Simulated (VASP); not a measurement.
# CuI (F-43m) in VASP: notebook

The runs below take CuI through relaxation of cell and atoms, single point, with PBEsol.

All numbers are computed with VASP 6.6.1; they aren't measurements. Logs are shortened: lines on timing, memory, paths and dates and some standing lists are left out, and cuts for length are marked.

## Step 1: The cell of the first run

The structure is cubic, space group F-43m (No. 216). The conventional cell has a = 5.939 Å, b = 5.939 Å, c = 5.939 Å, α = 90.00°, β = 90.00°, γ = 90.00°. Within 3.4 Å of Cu (site symmetry -43m) lie 4 I at 2.57 Å. Within 3.4 Å of I (site symmetry -43m) lie 4 Cu at 2.57 Å.

## Step 2: Relaxation of cell and atoms, PBEsol, target pressure 15 GPa, at which the enthalpy is minimised

The input, INCAR:

```
SYSTEM = CuI
PREC     = Accurate       ! precision mode
ENCUT    = 600            ! plane-wave cutoff, eV
EDIFF    = 1E-7           ! SCF threshold, eV
ISMEAR   = 0              ! smearing method
SIGMA    = 0.01           ! smearing width, eV
LREAL    = .False.        ! projectors in reciprocal space
LASPH    = .True.         ! aspherical terms in the spheres
NELM     = 80             ! most SCF steps
ALGO     = Normal         ! electronic algorithm
ISIF     = 3              ! what is computed and relaxed
LWAVE    = .False.        ! write WAVECAR
LCHARG   = .False.        ! write CHGCAR
GGA      = PS             ! functional
IBRION   = 2              ! ionic algorithm
NSW      = 100            ! ionic steps
EDIFFG   = -0.002         ! ionic threshold
PSTRESS  = 150.0
```

The input, KPOINTS:

```
regular mesh
0
Gamma
  6 6 6
  0 0 0
```

The input, POSCAR:

```
CuI
1.0
    2.9695406952      2.9695406952      0.0000000000
   -2.9695406952      2.9695406952      0.0000000000
    0.0000000000      2.9695406952      2.9695406952
Cu I
1 1
Direct
    0.7500000000      0.2500000000      0.5000000000
    0.0000000000      0.0000000000      0.0000000000
```

Potentials or basis: VASP PAW PBE potentials, release 64 (Cu, I).

On the command line:

```bash
cat potpaw_PBE.64/Cu/POTCAR potpaw_PBE.64/I/POTCAR > POTCAR
mpirun -np 1 vasp_std > vasp.out
```

OUTCAR:

```text
SYSTEM = CuI
   PREC = Accurate
   ENCUT = 600
   EDIFF = 1E-7
   ISMEAR = 0
   LREAL = .False.
   LASPH = .True.
   NELM = 80
   ISIF = 3
   GGA = PS
   IBRION = 2
   NSW = 100
   EDIFFG = -0.002
   PSTRESS = 150.0

 ion  position               nearest neighbor table
   1  0.750  0.250  0.500-   2 2.57   2 2.57   2 2.57   2 2.57
   2  0.000  0.000  0.000-   1 2.57   1 2.57   1 2.57   1 2.57

  LATTYP: Found a face centered cubic cell.
 ALAT       =     5.9390813904

  Lattice vectors:

 A1 = (   0.0000000000,   2.9695406952,   2.9695406952)
 A2 = (   2.9695406952,   0.0000000000,   2.9695406952)
 A3 = (   2.9695406952,   2.9695406952,   0.0000000000)

Analysis of symmetry for initial positions (statically):
=====================================================================
 Subroutine PRICEL returns:
 Original cell was already a primitive cell.

 Routine SETGRP: Setting up the symmetry group for a
 face centered cubic supercell.

 Subroutine GETGRP returns: Found 24 space group operations
 (whereof 24 operations were pure point group operations)
 out of a pool of 48 trial point group operations.

The static configuration has the point symmetry T_d .

Analysis of symmetry for dynamics (positions and initial velocities):
=====================================================================
 Subroutine PRICEL returns:
 Original cell was already a primitive cell.

 Routine SETGRP: Setting up the symmetry group for a
 face centered cubic supercell.

 Subroutine GETGRP returns: Found 24 space group operations
 (whereof 24 operations were pure point group operations)
 out of a pool of 48 trial point group operations.

The dynamic configuration has the point symmetry T_d .

 Subroutine INISYM returns: Found 24 space group operations
 (whereof 24 operations are pure point group operations),
 and found     1 'primitive' translations

----------------------------------------------------------------------------------------

                                     Primitive cell

  volume of cell :      52.3718

  direct lattice vectors                    reciprocal lattice vectors
     2.969540695  2.969540695  0.000000000     0.168376207  0.168376207 -0.168376207
    -2.969540695  2.969540695  0.000000000    -0.168376207  0.168376207 -0.168376207
     0.000000000  2.969540695  2.969540695     0.000000000  0.000000000  0.336752415

  length of vectors
     4.199564725  4.199564725  4.199564725     0.291636146  0.291636146  0.336752415

  position of ions in fractional coordinates (direct lattice)
     0.750000000  0.250000000  0.500000000
     0.000000000  0.000000000  0.000000000

  ion indices of the primitive-cell ions
   primitive index   ion index
                 1           1
                 2           2

----------------------------------------------------------------------------------------

 KPOINTS: regular mesh

Automatic generation of k-mesh.
 Grid dimensions read from file:
 generate k-points for:    6    6    6

 Generating k-lattice:

  Cartesian coordinates                     Fractional coordinates (reciprocal lattice)
     0.028062701  0.028062701 -0.028062701     0.166666667  0.000000000  0.000000000
    -0.028062701  0.028062701 -0.028062701     0.000000000  0.166666667  0.000000000
     0.000000000  0.000000000  0.056125402     0.000000000  0.000000000  0.166666667

  Length of vectors
     0.048606024  0.048606024  0.056125402

  Shift w.r.t. Gamma in fractional coordinates (k-lattice)
     0.000000000  0.000000000  0.000000000

 Subroutine IBZKPT returns following result:
 ===========================================

 Found     16 irreducible k-points:

 Following reciprocal coordinates:
            Coordinates               Weight
  0.000000  0.000000  0.000000      1.000000
  0.166667  0.000000  0.000000      8.000000
  0.333333  0.000000  0.000000      8.000000
  0.500000  0.000000  0.000000      4.000000
  0.166667  0.166667  0.000000     12.000000
  0.333333  0.166667  0.000000     24.000000
[... 8 lines left out ...]
[... 39 lines left out ...]
  Thomas-Fermi vector in A             =   2.283427
   LORBIT       =      0    0 simple, 1 ext, 2 COOP (PROOUT), +10 PAW based schemes
   GGA     = PS    functional components
   LHFCALC =     F    Hartree Fock is set to
   AEXX    =    0.0000 exact exchange contribution
   IVDW    =     0    specifies the selected vdW correction
   LEPSILON=     F    determine dielectric tensor
   LRPA    =     F    only Hartree local field effects (RPA)
 conjugate gradient relaxation of ions
 non-spin polarized calculation
 Gauss-broadening in eV      SIGMA  =   0.01
  energy-cutoff  :      600.00
  volume of cell :       52.37
 maximum number of plane-waves:      1807
 NGX is ok and might be reduce to    36
   NGX = 17   NGY = 17   NGZ = 17

--------------------------------------- Ionic step        1  -------------------------------------------

 number of electron      17.9999992 magnetization

 Free energy of the ion-electron system (eV)
  ---------------------------------------------------
  ext. energy  EPLUGINS =         0.00000000
  ---------------------------------------------------
  free energy    TOTEN  =        -6.31769956 eV

  energy without entropy =       -6.31769956  energy(sigma->0) =       -6.31769956

 E-fermi :   5.0665     XC(G=0):  -9.4267

 val. band max:        4.9754243335   @ k =   0.0000   0.0000   0.0000
 cond. band min:       6.1714039864   @ k =   0.0000   0.0000   0.0000
 fundamental gap:      1.1959796529
 Fermi energy:         5.0665233136

 k-point     1 :       0.0000    0.0000    0.0000
  band No.  band energies     occupation
      1      -9.3935      2.00000
      2       1.0365      2.00000
      3       1.0365      2.00000
      4       1.0365      2.00000
      5       2.8301      2.00000
      6       2.8301      2.00000
      7       4.9754      2.00000
      8       4.9754      2.00000
      9       4.9754      2.00000
     10       6.1714      0.00000
     11       9.7333      0.00000
     12       9.7333      0.00000
     13       9.7333      0.00000
[... 273 lines left out ...]
  enthalpy is  TOTEN    =        -1.4145118862 eV   P V=        4.9031876704

--------------------------------------- Ionic step        2  -------------------------------------------

 number of electron      18.0000000 magnetization

 E-fermi :  10.4808     XC(G=0): -11.2569

 val. band max:       10.3804359103   @ k =   0.0000   0.0000   0.0000
 cond. band min:      11.8569377852   @ k =   0.5000   0.5000   0.0000
 fundamental gap:      1.4765018749
 Fermi energy:        10.4808483272

 k-point     1 :       0.0000    0.0000    0.0000
  band No.  band energies     occupation
      1      -6.9528      2.00000
      2       3.8772      2.00000
      3       3.8772      2.00000
      4       3.8772      2.00000
      5       5.8002      2.00000
      6       5.8002      2.00000
      7      10.3804      2.00000
      8      10.3804      2.00000
      9      10.3804      2.00000
     10      12.9156      0.00000
     11      14.4508      0.00000
     12      14.4508      0.00000
     13      14.4508      0.00000
[... 425 lines left out ...]
  enthalpy is  TOTEN    =        -1.8953842992 eV   P V=        4.0750063997

--------------------------------------- Ionic step        7  -------------------------------------------

 number of electron      18.0000005 magnetization

 Free energy of the ion-electron system (eV)
  ---------------------------------------------------
  ext. energy  EPLUGINS =         0.00000000
  ---------------------------------------------------
  free energy    TOTEN  =        -5.96953087 eV

  energy without entropy =       -5.96953087  energy(sigma->0) =       -5.96953087

 E-fermi :   7.4554     XC(G=0): -10.3148

 val. band max:        7.3658127269   @ k =   0.0000   0.0000   0.0000
 cond. band min:       9.1715341500   @ k =   0.0000   0.0000   0.0000
 fundamental gap:      1.8057214231
 Fermi energy:         7.4554237800

 k-point     1 :       0.0000    0.0000    0.0000
  band No.  band energies     occupation
      1      -8.2575      2.00000
      2       2.3431      2.00000
      3       2.3431      2.00000
      4       2.3431      2.00000
      5       4.1982      2.00000
      6       4.1982      2.00000
      7       7.3658      2.00000
      8       7.3658      2.00000
      9       7.3658      2.00000
     10       9.1715      0.00000
     11      11.8481      0.00000
     12      11.8481      0.00000
     13      11.8481      0.00000
[... 267 lines left out ...]
  FREE ENERGIE OF THE ION-ELECTRON SYSTEM (eV)
  ---------------------------------------------------
  free  energy   TOTEN  =        -5.9695308674 eV

  energy  without entropy=       -5.9695308674  energy(sigma->0) =       -5.96953087

  enthalpy is  TOTEN    =        -1.8953858430 eV   P V=        4.0741450244

 reached required accuracy - stopping structural energy minimisation
```

Wall time 4.1 min (1 thread of Intel Xeon 8259CL, shared host); peak memory 0.22 GiB.

Results:

| Quantity | Value |
| --- | --- |
| Free energy | -5.9695 eV |
| Relaxed volume | 21.76 Å³/atom |
| Relaxed cell | a = 3.948 Å, b = 3.948 Å, c = 3.948 Å, α = 60.00°, β = 60.00°, γ = 90.00° |
| Space group after relaxing (to 0.1 Å) | F-43m (No. 216) |
| Energy change on relaxing (the run minimises the enthalpy) | +174.1 meV/atom |
| Ionic steps | 7 |
| Pressure after relaxing | 15.0 GPa |
| Band gap on the k mesh | 1.81 eV |

The path:
```tsv
step	energy change (eV)	largest force (eV/Å)	pressure (GPa)	volume (Å³)
1	0.0000	0.0000	0.17	52.37
2	1.6963	0.0000	48.08	36.07
3	0.3208	0.0000	13.30	43.82
4	0.3654	0.0000	15.49	43.34
5	0.3493	0.0000	15.03	43.50
6	0.3473	0.0000	14.98	43.53
7	0.3482	0.0000	14.99	43.52
```

Final structure:
```xyz
2
Lattice="2.7917 2.7917 0.0000 -2.7917 2.7917 0.0000 0.0000 2.7917 2.7917" Properties=species:S:1:pos:R:3 pbc="T T T"
Cu    1.3959    4.1876    1.3959
I     0.0000    2.7917    2.7917
```

Levels at points of the mesh, in eV from the valence-band top:
| k point | band 7 | band 8 | band 9 | band 10 | band 11 | band 12 |
| --- | --- | --- | --- | --- | --- | --- |
| (0.00, 0.00, 0.00) | 0.00 | 0.00 | 0.00 | 1.81 | 4.48 | 4.48 |
| (0.50, 0.00, 0.00) | -3.06 | -1.20 | -1.20 | 2.26 | 5.11 | 5.11 |
| (0.50, 0.50, 0.00) | -3.03 | -2.61 | -2.61 | 2.03 | 2.53 | 11.05 |

Caveat: the cell is relaxed towards a set pressure, so the run minimises the enthalpy, not the energy; the volume moved by over 15 % at a fixed basis, so the end points are rough; the PAW data sets were made with another functional, which shifts forces and pressure a little; spin-orbit coupling is left out, which moves the levels of the heavy elements. A k mesh can miss the band edges.

## Step 3: Single point, PBEsol, non-collinear spin, zero start, spin-orbit coupling

This run uses another cell than the first one, of 21.73 Å³/atom.

The input, INCAR:

```
ALGO = Normal
EDIFF = 1E-6
ENCUT = 520
GGA = PS
GGA_COMPAT = F
ISIF = 2
ISMEAR = 0
LASPH = T
LCHARG = F
LMAXMIX = 4
LORBIT = 11
LORBMOM = T
LREAL = F
LSORBIT = T
LWAVE = F
MAGMOM = 0 0 0 0 0 0
NBANDS = 30
NELM = 150
PREC = Accurate
SIGMA = 0.01
```

The input, KPOINTS:

```
k-points
0
Gamma
  6 6 6
```

The input, POSCAR:

```
CuI
1.0
    2.7905733649      2.7905733649      0.0000000000
   -2.7905733649      2.7905733649      0.0000000000
    0.0000000000      2.7905733649      2.7905733649
Cu I
1 1
Direct
    0.7500000000      0.2500000000      0.5000000000
    0.0000000000      0.0000000000      0.0000000000
```

Potentials or basis: VASP PAW PBE potentials, release 64 (Cu, I).

On the command line:

```bash
cat potpaw_PBE.64/Cu/POTCAR potpaw_PBE.64/I/POTCAR > POTCAR
mpirun -np 1 vasp_ncl > vasp.out
```

Run time: 3 min. Hardware: 1 thread of Intel Xeon 8259CL, shared host; peak memory 0.29 GiB.

Results (log left out):

```
Free energy                                           : -6.0888 eV
Pressure                                              : 15.3 GPa
Net moment                                            : 0.00 μB per cell
Valence electrons inside the program's atomic spheres : Cu 10.20; I 4.42
```

Moments on the atoms (μB; x, y, z):
```
Cu  0.00 0.00 0.00
I   0.00 0.00 0.00
```

Caveat: the cell stands under pressure; the PAW data sets were made with another functional, which shifts forces and pressure a little.

## Step 4: Single point, PBEsol, non-collinear spin, zero start, spin-orbit coupling

This run uses another cell than the first one, of 22.77 Å³/atom.

The input, INCAR:

```
SYSTEM = CuI
ALGO = Normal ; EDIFF = 1E-7
ENCUT = 520 ; GGA = PS
GGA_COMPAT = .FALSE. ; ISIF = 2
ISMEAR = 0 ; LASPH = .TRUE.
LCHARG = .FALSE. ; LMAXMIX = 4
LORBIT = 11 ; LORBMOM = .TRUE.
LREAL = .FALSE. ; LSORBIT = .TRUE.
LWAVE = .FALSE. ; MAGMOM = 0 0 0 0 0 0
NBANDS = 30 ; NELM = 150
PREC = Accurate ; SIGMA = 0.01
```

The input, KPOINTS:

```
k-points
0
G
  6 6 6
  0 0 0
```

The input, POSCAR:

```
CuI
1.0
    2.8342261866      2.8342261866      0.0000000000
   -2.8342261866      2.8342261866      0.0000000000
    0.0000000000      2.8342261866      2.8342261866
Cu I
1 1
Direct
    0.7500000000      0.2500000000      0.5000000000
    0.0000000000      0.0000000000      0.0000000000
```

On the command line:

```bash
cat potpaw_PBE.64/Cu/POTCAR potpaw_PBE.64/I/POTCAR > POTCAR
mpirun -np 1 vasp_ncl > vasp.out
```

It took 3.8 min on 1 thread of Intel Xeon 8259CL, shared host; peak memory 0.3 GiB.

Results (log left out):

```
Free energy                                           : -6.2523 eV
Pressure                                              : 10.2 GPa
Net moment                                            : 0.00 μB per cell
Valence electrons inside the program's atomic spheres : Cu 10.13; I 4.39
```

Moments on the atoms (μB; x, y, z):
```
Cu  0.00 0.00 0.00
I   0.00 0.00 0.00
```

Caveat: the cell stands under pressure; the PAW data sets were made with another functional, which shifts forces and pressure a little.

## Step 5: Single point, PBEsol, non-collinear spin, zero start, spin-orbit coupling

This run uses another cell than the first one, of 23.54 Å³/atom.

The input, INCAR:

```
SYSTEM = CuI
PREC = Accurate
ENCUT = 520
EDIFF = 1E-6
ISMEAR = 0
SIGMA = 0.01
LREAL = .FALSE.
LASPH = .TRUE.
NELM = 150
ALGO = Normal
ISIF = 2
LWAVE = .FALSE.
LCHARG = .FALSE.
LNONCOLLINEAR = .TRUE.
MAGMOM = 0 0 0 0 0 0
LORBIT = 11
LSORBIT = .TRUE.
GGA_COMPAT = .FALSE.
LORBMOM = .TRUE.
LMAXMIX = 4
GGA = PS
NBANDS = 30
```

The input, KPOINTS:

```
Automatic mesh
0
G
  6 6 6
  0 0 0
```

The input, POSCAR:

```
CuI
1.0
    2.8659749977      2.8659749977      0.0000000000
   -2.8659749977      2.8659749977      0.0000000000
    0.0000000000      2.8659749977      2.8659749977
Cu I
1 1
Direct
    0.7500000000      0.2500000000      0.5000000000
    0.0000000000      0.0000000000      0.0000000000
```

On the command line:

```bash
cat potpaw_PBE.64/Cu/POTCAR potpaw_PBE.64/I/POTCAR > POTCAR
mpirun -np 1 vasp_ncl > vasp.out
```

It took 3.5 min on 1 thread of Intel Xeon 8259CL, shared host; peak memory 0.3 GiB.

The run converged. Its results:

```
Free energy                                           : -6.3362 eV
Pressure                                              : 7.3 GPa
Net moment                                            : 0.00 μB per cell
Valence electrons inside the program's atomic spheres : Cu 10.09; I 4.37
```

Moments on the atoms (μB; x, y, z):
```
Cu  0.00 0.00 0.00
I   0.00 0.00 0.00
```

Caveat: the cell stands under pressure; the PAW data sets were made with another functional, which shifts forces and pressure a little.

## Step 6: Single point, PBEsol, non-collinear spin, zero start, spin-orbit coupling

This run uses another cell than the first one, of 24.48 Å³/atom.

The input, INCAR:

```
SYSTEM = CuI
ALGO = Normal
EDIFF = 1E-6
ENCUT = 520
GGA = PS
GGA_COMPAT = .False.
ISIF = 2
ISMEAR = 0
LASPH = .True.
LCHARG = .True.
LMAXMIX = 4
LNONCOLLINEAR = .True.
LORBIT = 11
LORBMOM = .True.
LREAL = .False.
LSORBIT = .True.
LVHAR = .True.
LWAVE = .False.
MAGMOM = 0 0 0 0 0 0
NBANDS = 30
NELM = 150
PREC = Accurate
SIGMA = 0.01
```

The input, KPOINTS:

```
k-points
0
Gamma
  6 6 6
  0 0 0
```

The input, POSCAR:

```
CuI
1.0
    2.9036390817      2.9036390817      0.0000000000
   -2.9036390817      2.9036390817      0.0000000000
    0.0000000000      2.9036390817      2.9036390817
Cu I
1 1
Direct
    0.7500000000      0.2500000000      0.5000000000
    0.0000000000      0.0000000000      0.0000000000
```

Potentials or basis: VASP PAW PBE potentials, release 64 (Cu, I).

On the command line:

```bash
cat potpaw_PBE.64/Cu/POTCAR potpaw_PBE.64/I/POTCAR > POTCAR
mpirun -np 1 vasp_ncl > vasp.out
```

Wall time 3.5 min (1 thread of Intel Xeon 8259CL, shared host); peak memory 0.32 GiB.

Results (log left out):

- Free energy: -6.4029 eV
- Pressure: 4.3 GPa
- Net moment: 0.00 μB per cell
- Valence electrons inside the program's atomic spheres: Cu 10.05; I 4.35

Moments on the atoms (μB; x, y, z):
```
Cu  0.00 0.00 0.00
I   0.00 0.00 0.00
```

Caveat: the cell stands under pressure; the PAW data sets were made with another functional, which shifts forces and pressure a little.

## Step 7: Overview

| task | spin | cell | cutoff (eV) | pressure (GPa) | moment (μB) |
| --- | --- | --- | --- | --- | --- |
| relaxation of cell and atoms | off | relaxed to 15 GPa from a = 4.200 Å, angles 60.0, 60.0, 90.0°, 2 atoms | 600 | 15.0 | - |
| single point | non-collinear, zero start, SOC | a = 3.946 Å, angles 60.0, 60.0, 90.0°, 2 atoms | 520 | 15.3 | 0.00 |
| single point | non-collinear, zero start, SOC | a = 4.008 Å, angles 60.0, 60.0, 90.0°, 2 atoms | 520 | 10.2 | 0.00 |
| single point | non-collinear, zero start, SOC | a = 4.053 Å, angles 60.0, 60.0, 90.0°, 2 atoms | 520 | 7.3 | 0.00 |
| single point | non-collinear, zero start, SOC | a = 4.106 Å, angles 60.0, 60.0, 90.0°, 2 atoms | 520 | 4.3 | 0.00 |

Alike in all rows: level PBEsol; potentials or basis VASP PAW PBE potentials, release 64 (Cu, I); k mesh 6 × 6 × 6; smearing gaussian 0.01 eV.

Caveats: the PAW data sets were made with another functional, which shifts forces and pressure a little; the cell stands under pressure (at least some runs); the cell is relaxed towards a set pressure, so the run minimises the enthalpy, not the energy (at least some runs); the volume moved by over 15 % at a fixed basis, so the end points are rough (at least some runs); spin-orbit coupling is left out, which moves the levels of the heavy elements (at least some runs).

Total energies depend on the potentials used, so only differences within one code and one set of settings carry meaning.
